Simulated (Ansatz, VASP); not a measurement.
HfB2 in VASP and in Ansatz

```
Hf B
1.0
     3.07720    0.00000    0.00000
    -1.53860    2.66493    0.00000
     0.00000    0.00000    3.48000
Hf B
1 2
Direct
  0.00000 0.00000 0.00000
  0.33333 0.66667 0.50000
  0.66667 0.33333 0.50000
```

Change from the starting cell: equal xx and yy strain of -2 %.

Alike in both runs: task single point; functional PBEsol; k mesh 13 × 13 × 11; occupations fermi-dirac, width 0.05 eV; no spin polarisation.

```csv
,VASP,Ansatz
version,VASP 6.6.1,Ansatz 0.2.0
potentials or method,"VASP PAW PBE potentials, release 64 (Hf_pv, B), cutoff 520 eV","all-electron LAPW, scalar-relativistic"
```

|  | VASP | Ansatz | Ansatz less VASP |
| --- | --- | --- | --- |
| pressure (GPa) | 6.8 | 6.9 | +0.07 |
| traceless stress, the component that is largest in VASP (GPa) | -6.82 | -7.01 | -0.192 |

VASP's potentials were made for PBE, not for PBEsol. Ansatz ran all-electron here, and VASP with PAW potentials.

Neither program's run includes spin-orbit coupling.
